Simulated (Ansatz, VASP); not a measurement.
**WSe2 in VASP and in Ansatz**

File INCAR:

```
SYSTEM = WSe2
ALGO = Normal
EDIFF = 1E-6
ENCUT = 520
GGA = PS
ISIF = 2
ISMEAR = 0
LASPH = .True.
LCHARG = .False.
LREAL = .False.
LWAVE = .False.
NBANDS = 35
NELM = 100
PREC = Accurate
SIGMA = 0.05
```

File KPOINTS:

```
k-points
0
Gamma
  9 9 2
  0 0 0
```

POSCAR

```
WSe2
1.0
   -3.2711504052      0.0000000000      0.0000000000
   -1.6355752026     -2.8328993505      0.0000000000
   -4.0887744490     -2.3606550288     13.2206689562
W Se
2 4
Direct
   -0.2916416667     -0.2916416667      0.7500000000
    0.4583416667      0.4583416667      0.2500000000
    0.2305156286      0.2305156286      0.1233861811
    0.1471989620      0.1471989620      0.6233861811
    0.0195010380      0.0195010380      0.3766138189
   -0.0638156286     -0.0638156286      0.8766138189
```

Input for Ansatz:

```yaml
crystal:
  lattice:
    - [-3.2711504052, 0.0, 0.0]
    - [-1.6355752026, -2.8328993505, 0.0]
    - [-4.088774449, -2.3606550288, 13.2206689562]
  atoms:
    - { symbol: W, position: [-0.2916416667, -0.2916416667, 0.75] }
    - { symbol: W, position: [0.4583416667, 0.4583416667, 0.25] }
    - { symbol: Se, position: [0.2305156286, 0.2305156286, 0.1233861811] }
    - { symbol: Se, position: [0.147198962, 0.147198962, 0.6233861811] }
    - { symbol: Se, position: [0.019501038, 0.019501038, 0.3766138189] }
    - { symbol: Se, position: [-0.0638156286, -0.0638156286, 0.8766138189] }
basis:
  ecutwfc: 420
kpoints:
  mp_grid: { grid: [9, 9, 2] }
hamiltonian:
  xc: pbesol
scf:
  occupations: { method: gaussian, width: 0.05 }
output:
  forces: true
  stress: true
  eigenvalues: true
  write_density: true
  write_potential: true
  elf: true
  volumetric_format: npy
```

Alike in both runs: task single point; functional PBEsol; k mesh 9 × 9 × 2; occupations gaussian, width 0.05 eV; no spin polarisation.

|  | VASP | Ansatz |
| --- | --- | --- |
| version | VASP 6.6.1 | Ansatz 0.2.0 |
| potentials or method | VASP PAW PBE potentials, release 64 (W_sv, Se), cutoff 520 eV | scalar-relativistic, plane waves, PAW |
| valence electrons in the cell | 52 | 92 |

```tsv
	VASP	Ansatz	Ansatz less VASP
gap on the k mesh at the Fermi level (eV)	1.12	1.12	+0.005
least direct gap on the mesh (eV)	1.61	1.61	+0.003
pressure (GPa)	0.6	0.2	-0.42
traceless stress, the component that is largest in VASP (GPa)	0.24	0.15	-0.095
rms of the force components (eV/Å)	0.024	0.020	-0.0044
```

VASP's potentials were made for PBE, not for PBEsol. Atom by atom the forces differ by 0.029 eV/Å (rms over components). The functional is the same, so the differences come from potentials, cutoffs and numerics. VASP's potentials hold 52 valence electrons a cell and Ansatz's 92, so a difference there can come from the potentials and not from the codes.

Spin-orbit coupling is off throughout.
